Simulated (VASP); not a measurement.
# NaI (Fm-3m) in VASP: elastic constants with LDA

Aim: the elastic constants of NaI with LDA.

Everything below comes from runs of VASP 6.6.1. Logs are shortened: lines on timing, memory, paths and dates and some standing lists are left out, and cuts for length are marked.

## 1. The cell of the first run

It takes space group Fm-3m (No. 225, cubic). Conventional cell: a = 6.262 Å, b = 6.262 Å, c = 6.262 Å, α = 90.00°, β = 90.00°, γ = 90.00°. Within 4.1 Å of Na (site symmetry m-3m) lie 6 I at 3.13 Å. Within 4.1 Å of I (site symmetry m-3m) lie 6 Na at 3.13 Å.

## 2. Elastic constants, LDA

Contents of INCAR:

```
SYSTEM = NaI
ALGO = Normal
EDIFF = 1E-8
ENCUT = 600
GGA = CA
IBRION = 6
ISIF = 3
ISMEAR = 0
LASPH = .True.
LCHARG = .True.
LREAL = .False.
LWAVE = .False.
NELM = 60
NFREE = 2
NSW = 1
POTIM = 0.015
PREC = Accurate
SIGMA = 0.01
```

Contents of KPOINTS:

```
k-points
0
Gamma
  6 6 6
  0 0 0
```

Contents of POSCAR:

```
NaI
1.0
    0.0000000000      3.1310897312      3.1310897312
    3.1310897312      0.0000000000      3.1310897312
    3.1310897312      3.1310897312      0.0000000000
Na I
1 1
Direct
    0.0000000000      0.0000000000      0.0000000000
    0.5000000000      0.5000000000      0.5000000000
```

Potentials or basis: VASP PAW LDA potentials, release 64 (Na_pv, I).

On the command line:

```
$ cat potpaw_LDA.64/Na_pv/POTCAR potpaw_LDA.64/I/POTCAR > POTCAR
$ mpirun -np 1 vasp_std > vasp.out
```

OUTCAR:

```text
SYSTEM = NaI
   EDIFF = 1E-8
   ENCUT = 600
   GGA = CA
   IBRION = 6
   ISIF = 3
   ISMEAR = 0
   LASPH = .True.
   LREAL = .False.
   NELM = 60
   NFREE = 2
   NSW = 1
   POTIM = 0.015
   PREC = Accurate

 ion  position               nearest neighbor table
   1  0.000  0.000  0.000-   2 3.13   2 3.13   2 3.13   2 3.13   2 3.13   2 3.13
   2  0.500  0.500  0.500-   1 3.13   1 3.13   1 3.13   1 3.13   1 3.13   1 3.13

  LATTYP: Found a face centered cubic cell.
 ALAT       =     6.2621794624

  Lattice vectors:

 A1 = (   0.0000000000,   3.1310897312,   3.1310897312)
 A2 = (   3.1310897312,   0.0000000000,   3.1310897312)
 A3 = (   3.1310897312,   3.1310897312,   0.0000000000)

Analysis of symmetry for initial positions (statically):
=====================================================================
 Subroutine PRICEL returns:
 Original cell was already a primitive cell.

 Routine SETGRP: Setting up the symmetry group for a
 face centered cubic supercell.

 Subroutine GETGRP returns: Found 48 space group operations
 (whereof 48 operations were pure point group operations)
 out of a pool of 48 trial point group operations.

The static configuration has the point symmetry O_h .

Analysis of symmetry for dynamics (positions and initial velocities):
=====================================================================
 Subroutine PRICEL returns:
 Original cell was already a primitive cell.

 Routine SETGRP: Setting up the symmetry group for a
 face centered cubic supercell.

 Subroutine GETGRP returns: Found 48 space group operations
 (whereof 48 operations were pure point group operations)
 out of a pool of 48 trial point group operations.

The dynamic configuration has the point symmetry O_h .

 Subroutine INISYM returns: Found 48 space group operations
 (whereof 48 operations are pure point group operations),
 and found     1 'primitive' translations

----------------------------------------------------------------------------------------

                                     Primitive cell

  volume of cell :      61.3927

  direct lattice vectors                    reciprocal lattice vectors
     0.000000000  3.131089731  3.131089731    -0.159688812  0.159688812  0.159688812
     3.131089731  0.000000000  3.131089731     0.159688812 -0.159688812  0.159688812
     3.131089731  3.131089731  0.000000000     0.159688812  0.159688812 -0.159688812

  length of vectors
     4.428029563  4.428029563  4.428029563     0.276589136  0.276589136  0.276589136

  position of ions in fractional coordinates (direct lattice)
     0.000000000  0.000000000  0.000000000
     0.500000000  0.500000000  0.500000000

  ion indices of the primitive-cell ions
   primitive index   ion index
                 1           1
                 2           2

----------------------------------------------------------------------------------------

 KPOINTS: k-points

Automatic generation of k-mesh.
 Grid dimensions read from file:
 generate k-points for:    6    6    6

 Generating k-lattice:

  Cartesian coordinates                     Fractional coordinates (reciprocal lattice)
    -0.026614802  0.026614802  0.026614802     0.166666667  0.000000000  0.000000000
     0.026614802 -0.026614802  0.026614802     0.000000000  0.166666667  0.000000000
     0.026614802  0.026614802 -0.026614802     0.000000000  0.000000000  0.166666667

  Length of vectors
     0.046098189  0.046098189  0.046098189

  Shift w.r.t. Gamma in fractional coordinates (k-lattice)
     0.000000000  0.000000000  0.000000000

 Subroutine IBZKPT returns following result:
 ===========================================

 Found     16 irreducible k-points:

 Following reciprocal coordinates:
            Coordinates               Weight
  0.000000  0.000000  0.000000      1.000000
  0.166667  0.000000  0.000000      8.000000
  0.333333  0.000000  0.000000      8.000000
[... 42 lines left out ...]
   NELECT =      14.0000    total number of electrons
   NUPDOWN=      -1.0000    fix difference up-down
   EMIN   =  10.00;   EMAX   =-10.00  energy-range for DOS
   EFERMI =   0.00;   METHOD = LEGACY
   ISMEAR =     0;   SIGMA  =   0.01  broadening in eV -4-tet -1-fermi 0-gaus
   EFERMI_NEDOS =   21; number of points for ismear=-14 and -15
   IALGO  =     38    algorithm
   IMIX   =      4    mixing-type and parameters
     AMIX     =   0.40;   BMIX     =  1.00
     AMIX_MAG =   1.60;   BMIX_MAG =  1.00
  volume/ion in A,a.u.               =      30.70       207.15
  Fermi-wavevector in a.u.,A,eV,Ry     =   1.000181  1.890068 13.610756  1.000362
  Thomas-Fermi vector in A             =   2.132521
   LORBIT       =      0    0 simple, 1 ext, 2 COOP (PROOUT), +10 PAW based schemes
   GGA     = CA    functional components
   LHFCALC =     F    Hartree Fock is set to
   AEXX    =    0.0000 exact exchange contribution
   IVDW    =     0    specifies the selected vdW correction
   LEPSILON=     F    determine dielectric tensor
   LRPA    =     F    only Hartree local field effects (RPA)
 finite differences with symmetry
 non-spin polarized calculation
 Gauss-broadening in eV      SIGMA  =   0.01
  energy-cutoff  :      600.00
  volume of cell :       61.39
 maximum number of plane-waves:      2085
   NGX = 17   NGY = 17   NGZ = 17

--------------------------------------- Ionic step        1  -------------------------------------------

 number of electron      13.9999995 magnetization

 Free energy of the ion-electron system (eV)
  ---------------------------------------------------
  ext. energy  EPLUGINS =         0.00000000
  ---------------------------------------------------
  free energy    TOTEN  =        -6.01685201 eV

  energy without entropy =       -6.01685201  energy(sigma->0) =       -6.01685201

------------------------ aborting loop because EDIFF is reached ----------------------------------------

  FORCE on cell =-STRESS in cart. coord.  units (eV):
  Direction    XX          YY          ZZ          XY          YZ          ZX
  --------------------------------------------------------------------------------------
  -------------------------------------------------------------------------------------
  Total        0.0035347      0.0035347      0.0035347      0.0000000      0.0000000     -0.0000000
  in kB        0.0922459      0.0922459      0.0922459      0.0000000      0.0000000     -0.0000000
  external PRESSURE =       0.0922459 kB  Pullay stress =       0.0000000 kB
[... 89 lines left out ...]
  FREE ENERGIE OF THE ION-ELECTRON SYSTEM (eV)
  ---------------------------------------------------
  free  energy   TOTEN  =        -6.0147371011 eV

  energy  without entropy=       -6.0147371011  energy(sigma->0) =       -6.01473710

[... ionic steps 4 to 14 ...]

--------------------------------------- Ionic step       15  -------------------------------------------

 number of electron      13.9999998 magnetization

------------------------ aborting loop because EDIFF is reached ----------------------------------------
[... 67 lines left out ...]
--------------------------------------- Ionic step       17  -------------------------------------------

 number of electron      13.9999995 magnetization

 Free energy of the ion-electron system (eV)
  ---------------------------------------------------
  ext. energy  EPLUGINS =         0.00000000
  ---------------------------------------------------
  free energy    TOTEN  =        -6.01671297 eV

  energy without entropy =       -6.01671297  energy(sigma->0) =       -6.01671297

 E-fermi :   1.5112     XC(G=0):  -8.5023

 val. band max:        1.3614306969   @ k =   0.0000   0.0000   0.0000
 cond. band min:       4.9920957632   @ k =   0.0000   0.0000   0.0000
 fundamental gap:      3.6306650663
 Fermi energy:         1.5112027305

 k-point     1 :       0.0000    0.0000    0.0000
  band No.  band energies     occupation
      1     -20.9465      2.00000
      2     -20.9464      2.00000
      3     -20.9464      2.00000
      4     -10.0028      2.00000
      5       1.3613      2.00000
      6       1.3614      2.00000
      7       1.3614      2.00000
      8       4.9921      0.00000
      9       9.1526      0.00000
     10       9.1526      0.00000
     11       9.1527      0.00000
[... 309 lines left out ...]
 k-point    24 :       0.0000   -0.3333    0.3333
  band No.  band energies     occupation
      1     -20.9524      2.00000
      2     -20.9514      2.00000
      3     -20.9479      2.00000
      4      -9.4919      2.00000
      5      -0.5478      2.00000
      6      -0.4086      2.00000
      7       0.7380      2.00000
      8       6.7594      0.00000
      9       8.6038      0.00000
     10       9.6406      0.00000
     11      10.1538      0.00000

 [... further k-points ...]
[... 5 lines left out ...]
  --------------------------------------------------------------------------------------
  -------------------------------------------------------------------------------------
  Total        0.0062930      0.0039741      0.0039741     -0.0000000     -0.0000000      0.0000000
  in kB        0.1642300      0.1037125      0.1037125     -0.0000000     -0.0000000      0.0000000
  external PRESSURE =       0.1238850 kB  Pullay stress =       0.0000000 kB
[... 17 lines left out ...]
  FREE ENERGIE OF THE ION-ELECTRON SYSTEM (eV)
  ---------------------------------------------------
  free  energy   TOTEN  =        -6.0167129664 eV

  energy  without entropy=       -6.0167129664  energy(sigma->0) =       -6.01671297

 INTERNAL STRAIN TENSORS FROM STRAINED CELLS
 ============================================

 INTERNAL STRAIN TENSOR FOR ION    1 for displacements in x,y,z  (eV/Angst):
          X           Y           Z          XY          YZ          ZX
  --------------------------------------------------------------------------------
  x     0.00000     0.00000     0.00000     0.00000    -0.00000     0.00000
  y     0.00000     0.00000    -0.00000    -0.00000     0.00000    -0.00000
  z    -0.00000    -0.00000     0.00000    -0.00000    -0.00000     0.00000

 INTERNAL STRAIN TENSORS FROM DISPLACED ATOMS
 ============================================

 INTERNAL STRAIN TENSOR FOR ION    1 for displacements in x,y,z  (eV/Angst):
          X           Y           Z          XY          YZ          ZX
  --------------------------------------------------------------------------------
  x     0.00000     0.00000     0.00000     0.00000     0.00000     0.00000
  y     0.00000     0.00000     0.00000     0.00000     0.00000     0.00000
  z     0.00000     0.00000     0.00000     0.00000     0.00000     0.00000

 INTERNAL STRAIN TENSOR FOR ION    2 for displacements in x,y,z  (eV/Angst):
          X           Y           Z          XY          YZ          ZX
  --------------------------------------------------------------------------------
  x     0.00000     0.00000     0.00000     0.00000     0.00000     0.00000
  y     0.00000     0.00000     0.00000     0.00000     0.00000     0.00000
  z     0.00000     0.00000     0.00000     0.00000     0.00000     0.00000

 Eigenvectors and eigenvalues of the dynamical matrix
 ----------------------------------------------------

   1 f  =    3.931440 THz    24.701965 2PiTHz  131.138719 cm-1    16.259122 meV
             X         Y         Z           dx          dy          dz
      0.000000  0.000000  0.000000     0.919811    0.000000    0.000000
      3.131090  3.131090  3.131090    -0.392362    0.000000    0.000000
[... 21 lines left out ...]
   6 f/i=    0.003121 THz     0.019608 2PiTHz    0.104095 cm-1     0.012906 meV
             X         Y         Z           dx          dy          dz
      0.000000  0.000000  0.000000    -0.206799   -0.058975    0.328183
      3.131090  3.131090  3.131090    -0.484798   -0.138254    0.769357

--------------------------------------------------------------------------------------------------------

 ELASTIC MODULI CONTR FROM IONIC RELAXATION (kBar)
 Direction    XX          YY          ZZ          XY          YZ          ZX
 --------------------------------------------------------------------------------
 XX           0.0000      0.0000      0.0000      0.0000      0.0000      0.0000
 YY           0.0000      0.0000      0.0000      0.0000      0.0000      0.0000
 ZZ           0.0000      0.0000      0.0000      0.0000      0.0000      0.0000
 XY           0.0000      0.0000      0.0000      0.0000      0.0000      0.0000
 YZ           0.0000      0.0000      0.0000      0.0000      0.0000      0.0000
 ZX           0.0000      0.0000      0.0000      0.0000      0.0000      0.0000
 --------------------------------------------------------------------------------

 TOTAL ELASTIC MODULI (kBar)
 Direction    XX          YY          ZZ          XY          YZ          ZX
 --------------------------------------------------------------------------------
 XX         446.8291     90.0971     90.0971     -0.0000      0.0000     -0.0000
 YY          90.0971    446.8291     90.0971     -0.0000     -0.0000     -0.0000
 ZZ          90.0971     90.0971    446.8291      0.0000      0.0000     -0.0000
 XY          -0.0000     -0.0000      0.0000     75.9307      0.0000     -0.0000
 YZ           0.0000     -0.0000      0.0000      0.0000     75.9307      0.0000
 ZX          -0.0000     -0.0000     -0.0000     -0.0000      0.0000     75.9307
 --------------------------------------------------------------------------------
```

Wall time 2.6 min (1 thread of Intel Xeon 6975P-C (Granite Rapids), shared host); peak memory 0.24 GiB.

Results:

| Item | Value |
| --- | --- |
| Elastic constants C11, C12, C44 | 45, 9, 8 GPa |
| Voigt bulk modulus | 21 GPa |
| Highest phonon frequency at Γ, LO-TO splitting left out | 131 cm⁻¹ |

Phonon frequencies in cm⁻¹ (negative: imaginary):
```tsv
q point	frequencies
(0.000, 0.000, 0.000)	0 0 0 131 131 131
```

Elastic tensor in Voigt notation (GPa, in the Cartesian axes of the cell as first typed):
```
45  9  9  0  0  0
 9 45  9  0  0  0
 9  9 45  0  0  0
 0  0  0  8  0  0
 0  0  0  0  8  0
 0  0  0  0  0  8
```

Clamped-ion elastic tensor (GPa):
```
45  9  9  0  0  0
 9 45  9  0  0  0
 9  9 45  0  0  0
 0  0  0  8  0  0
 0  0  0  0  8  0
 0  0  0  0  0  8
```

Caveat: spin-orbit coupling is left out, which moves the levels of the heavy elements.
